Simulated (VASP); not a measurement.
# B15HN16 (a cell with a defect) (V_B-H) in VASP: notebook, part 2 of 2

VASP 6.6.1. The steps go on from the part before.

**3. Single point, PBE**

INCAR

```
  PREC = Accurate
  ENCUT = 520
  EDIFF = 1E-6
  ISMEAR = -1
  SIGMA = 0.01
  LREAL = Auto
  LASPH = T
  NELM = 80
  ALGO = Normal
  ISIF = 2
  LWAVE = F
  LCHARG = F
  GGA = PE
  NBANDS = 85
```

KPOINTS

```
Automatic mesh
0
Gamma
  2 2 2
  0.5 0.5 0.5
```

POSCAR

```
B15HN16
1.0
   -3.6241103844      3.6241103844     -3.6241103844
    3.6241103844      3.6241103844      3.6241103844
    3.6241103844     -3.6241103844     -3.6241103844
B N H
15 16 1
Direct
   -0.0017036802     -0.0025361150     -0.0036674949
    0.0042465628      0.2515040716      0.7505960414
    0.0042253732      0.5003515749      0.5016216018
   -0.0016746019      0.7462180295      0.2475939471
    0.2523223281      0.0033741429      0.7504460419
    0.2523380375      0.5004622878      0.2535451284
    0.2519590795      0.7502114319      0.0003341982
    0.5013026095      0.0034139377      0.5016350359
    0.5011869048      0.2514784691      0.2534938133
    0.4999490015      0.4991401000     -0.0006623434
    0.4999650983      0.7492186522      0.7492247083
    0.7470686256     -0.0025303609      0.2475967816
    0.7510379009      0.2511059130      0.0003236515
    0.7500786915      0.4991071441      0.7492771593
    0.7510409861      0.7501931685      0.5012315084
   -0.0147727512     -0.0156334691      0.2344925397
    0.0009984158      0.2506153478      0.0038906261
    0.0061859047      0.5022514721      0.7523914207
    0.0010060520      0.7537071092      0.5007326082
    0.2514576861      0.0001781167      0.0038213143
    0.2534874029      0.2526811916      0.7774724497
    0.2535120667      0.5273441401      0.5027712701
    0.2514682854      0.7537615969      0.2502730361
    0.5031093299      0.0053377492      0.7523825414
    0.5282347953      0.2526364566      0.5028185516
    0.5030960671      0.5022457316      0.2554621503
    0.4998350214      0.7498514863     -0.0000265909
    0.7546022392      0.0001484443      0.5007480428
    0.7545515711      0.2506102773      0.2503163729
    0.7506825158      0.4989798400     -0.0000323703
    0.7506740299      0.7498203547      0.7490992808
    0.1489728488      0.1481330228      0.3982210358
```

Potentials or basis: VASP PAW PBE potentials, release 64 (B, N, H).

On the command line:

```bash
$ cat potpaw_PBE.64/B/POTCAR potpaw_PBE.64/N/POTCAR potpaw_PBE.64/H/POTCAR > POTCAR
$ mpirun -np 1 vasp_std > vasp.out
```

Wall time 3.1 min (1 thread of Intel Xeon Platinum 8488C (Sapphire Rapids), shared host); peak memory 0.34 GiB.

Results (log left out):

```yaml
Free_energy: -269.6587 eV
Pressure: 5.3 GPa
Largest_force: 0.126 eV/Å
Band_gap_on_the_k_mesh: zero (band 63 reaches 7.32 eV, above the bottom of band 64 at 7.22 eV)
```

Forces in eV/Å, atoms in the order of the input:
```
B    0.054 -0.023 -0.057
B   -0.023  0.044  0.028
B   -0.016 -0.016 -0.041
B    0.056  0.053  0.025
B   -0.016  0.041  0.013
B   -0.027 -0.020 -0.046
B   -0.009  0.040 -0.035
B    0.042 -0.025  0.019
B    0.044 -0.017  0.014
B    0.032  0.019 -0.036
B    0.036  0.029 -0.019
B   -0.023  0.055 -0.056
B    0.041  0.033  0.007
B    0.019  0.035 -0.028
B    0.036 -0.007 -0.038
N   -0.030 -0.031  0.032
N    0.005 -0.008 -0.015
N    0.027 -0.041  0.038
N    0.004  0.018  0.013
N    0.018 -0.016 -0.006
N   -0.087  0.033  0.079
N   -0.080 -0.088 -0.034
N    0.017  0.003  0.007
N   -0.043 -0.039 -0.025
N    0.034 -0.080  0.092
N   -0.038  0.026  0.044
N   -0.004 -0.057  0.059
N   -0.009  0.017 -0.004
N   -0.018  0.009 -0.016
N   -0.056 -0.057  0.002
N   -0.057 -0.002  0.057
H    0.072  0.072 -0.073
```

Stress tensor (GPa, compression positive):
```
 5.30  1.18 -1.17
 1.18  5.29 -1.18
-1.17 -1.18  5.30
```

Levels at points of the mesh, in eV from the Fermi level:
| k point | band 60 | band 61 | band 62 | band 63 | band 64 | band 65 | band 66 | band 67 |
| --- | --- | --- | --- | --- | --- | --- | --- | --- |
| (0.25, 0.25, 0.25) | -1.46 | -1.42 | -0.94 | 0.11 | 0.11 | 7.18 | 7.24 | 7.24 |

Caveat: the k points lie up to 0.61 Å⁻¹ apart.

**4. Relaxation of the atoms, PBE**

INCAR

```
ALGO = Normal ; EDIFF = 1E-7
EDIFFG = -0.03 ; ENCUT = 520
GGA = PE ; IBRION = 2
ISIF = 2 ; ISMEAR = 0
LASPH = True ; LCHARG = False
LREAL = Auto ; LWAVE = False
NELECT = 128.0 ; NELM = 80
NSW = 100 ; PREC = Accurate
SIGMA = 0.01
```

KPOINTS

```
Automatic mesh
0
Gamma
  1 1 1
  0.25 0.25 0.25
```

POSCAR

```
B15HN16
1.0
   -3.6241103800      3.6241103800     -3.6241103800
    3.6241103800      3.6241103800      3.6241103800
    3.6241103800     -3.6241103800     -3.6241103800
B N H
15 16 1
Direct
    0.0000000000      0.0000000000      0.0000000000
    0.0000000000      0.2500000000      0.7500000000
    0.0000000000      0.5000000000      0.5000000000
    0.0000000000      0.7500000000      0.2500000000
    0.2500000000      0.0000000000      0.7500000000
    0.2500000000      0.5000000000      0.2500000000
    0.2500000000      0.7500000000      0.0000000000
    0.5000000000      0.0000000000      0.5000000000
    0.5000000000      0.2500000000      0.2500000000
    0.5000000000      0.5000000000      0.0000000000
    0.5000000000      0.7500000000      0.7500000000
    0.7500000000      0.0000000000      0.2500000000
    0.7500000000      0.2500000000      0.0000000000
    0.7500000000      0.5000000000      0.7500000000
    0.7500000000      0.7500000000      0.5000000000
    0.0000000000      0.0000000000      0.2500000000
    0.0000000000      0.2500000000      0.0000000000
    0.0000000000      0.5000000000      0.7500000000
    0.0000000000      0.7500000000      0.5000000000
    0.2500000000      0.0000000000      0.0000000000
    0.2500000000      0.2500000000      0.7500000000
    0.2500000000      0.5000000000      0.5000000000
    0.2500000000      0.7500000000      0.2500000000
    0.5000000000      0.0000000000      0.7500000000
    0.5000000000      0.2500000000      0.5000000000
    0.5000000000      0.5000000000      0.2500000000
    0.5000000000      0.7500000000      0.0000000000
    0.7500000000      0.0000000000      0.5000000000
    0.7500000000      0.2500000000      0.2500000000
    0.7500000000      0.5000000000      0.0000000000
    0.7500000000      0.7500000000      0.7500000000
    0.1640020000      0.1640020000      0.4140020000
```

On the command line:

```bash
$ cat potpaw_PBE.64/B/POTCAR potpaw_PBE.64/N/POTCAR potpaw_PBE.64/H/POTCAR > POTCAR
$ mpirun -np 1 vasp_std > vasp.out
```

Run time: 9.1 min. Hardware: 1 thread of Intel Xeon Platinum 8488C (Sapphire Rapids), shared host; peak memory 0.33 GiB.

Results (log left out):

- Free energy: -253.4721 eV
- Energy gained by relaxing: 43.1 meV/atom
- Ionic steps: 15
- Largest force after relaxing: 0.030 eV/Å

Forces on the atoms (eV/Å):
```
B   -0.007 -0.002  0.007
B    0.001 -0.003 -0.006
B    0.001  0.006  0.003
B   -0.007 -0.007  0.002
B    0.006 -0.003 -0.001
B    0.006  0.001  0.003
B    0.016  0.003 -0.003
B   -0.003  0.006 -0.001
B   -0.003  0.001 -0.006
B   -0.007 -0.011  0.007
B   -0.007 -0.007  0.011
B   -0.002 -0.007  0.007
B    0.003  0.003 -0.016
B   -0.011 -0.007  0.007
B    0.003  0.016 -0.003
N   -0.017 -0.017  0.017
N   -0.007  0.000 -0.003
N    0.007  0.000  0.000
N   -0.007  0.003  0.000
N    0.003  0.000  0.007
N    0.000  0.018  0.000
N    0.000  0.000 -0.018
N    0.003 -0.007  0.000
N    0.000  0.000 -0.007
N    0.018  0.000  0.000
N    0.000  0.007  0.000
N   -0.002 -0.001  0.001
N    0.000  0.003  0.007
N    0.000 -0.007 -0.003
N   -0.001 -0.001  0.002
N   -0.001 -0.002  0.001
H    0.014  0.014 -0.014
```

The path:
```tsv
step	energy change (eV)	largest force (eV/Å)	pressure (GPa)
1	0.0000	3.6905	21.87
2	0.9145	5.6532	29.26
3	-1.1116	1.4709	23.23
4	-1.2885	1.9146	25.50
5	-1.3166	0.8925	24.82
6	-1.3566	0.4001	25.17
7	-1.3600	0.3639	25.08
8	-1.3731	0.1691	25.49
9	-1.3742	0.2055	25.39
10	-1.3766	0.1519	25.48
11	-1.3766	0.1520	25.48
12	-1.3779	0.0680	25.49
13	-1.3779	0.0573	25.49
14	-1.3780	0.0701	25.50
15	-1.3781	0.0296	25.50
```

Final structure:
```yaml
crystal:
  lattice:
    - [-3.62411, 3.62411, -3.62411]
    - [3.62411, 3.62411, 3.62411]
    - [3.62411, -3.62411, -3.62411]
  atoms:
    - { symbol: B, position: [0.99760, 0.99760, 0.99708] }
    - { symbol: B, position: [0.00866, 0.25117, 0.75329] }
    - { symbol: B, position: [0.00866, 0.50329, 0.50117] }
    - { symbol: B, position: [0.99760, 0.74708, 0.24760] }
    - { symbol: B, position: [0.25117, 0.00866, 0.75329] }
    - { symbol: B, position: [0.25117, 0.50329, 0.25866] }
    - { symbol: B, position: [0.24998, 0.75010, 0.00010] }
    - { symbol: B, position: [0.50329, 0.00866, 0.50117] }
    - { symbol: B, position: [0.50329, 0.25117, 0.25866] }
    - { symbol: B, position: [0.49203, 0.49203, 0.99522] }
    - { symbol: B, position: [0.49203, 0.74522, 0.74203] }
    - { symbol: B, position: [0.74708, 0.99760, 0.24760] }
    - { symbol: B, position: [0.75010, 0.24998, 0.00010] }
    - { symbol: B, position: [0.74522, 0.49203, 0.74203] }
    - { symbol: B, position: [0.75010, 0.75010, 0.49998] }
    - { symbol: N, position: [0.98482, 0.98482, 0.23482] }
    - { symbol: N, position: [0.99786, 0.24989, 0.00274] }
    - { symbol: N, position: [0.00590, 0.50287, 0.75287] }
    - { symbol: N, position: [0.99786, 0.75274, 0.49989] }
    - { symbol: N, position: [0.24989, 0.99786, 0.00274] }
    - { symbol: N, position: [0.24969, 0.24969, 0.77142] }
    - { symbol: N, position: [0.24969, 0.52142, 0.49969] }
    - { symbol: N, position: [0.24989, 0.75274, 0.24786] }
    - { symbol: N, position: [0.50287, 0.00590, 0.75287] }
    - { symbol: N, position: [0.52142, 0.24969, 0.49969] }
    - { symbol: N, position: [0.50287, 0.50287, 0.25590] }
    - { symbol: N, position: [0.49783, 0.74899, 0.99899] }
    - { symbol: N, position: [0.75274, 0.99786, 0.49989] }
    - { symbol: N, position: [0.75274, 0.24989, 0.24786] }
    - { symbol: N, position: [0.74899, 0.49783, 0.99899] }
    - { symbol: N, position: [0.74899, 0.74899, 0.74783] }
    - { symbol: H, position: [0.15195, 0.15195, 0.40195] }
```

Levels at points of the mesh, in eV from the Fermi level:
```tsv
k point	band 60	band 61	band 62	band 63	band 64	band 65	band 66	band 67	band 68	band 69
(0.25, 0.25, 0.25)	-2.27	-2.26	-1.38	-0.10	-0.10	6.21	6.22	6.22	6.25	6.42
```

Caveat: the k points lie up to 1.23 Å⁻¹ apart; the cell carries a net charge on a neutralising background, which shifts energy and pressure; the cell is charged against a uniform background, so pressure and absolute levels hang on convention.
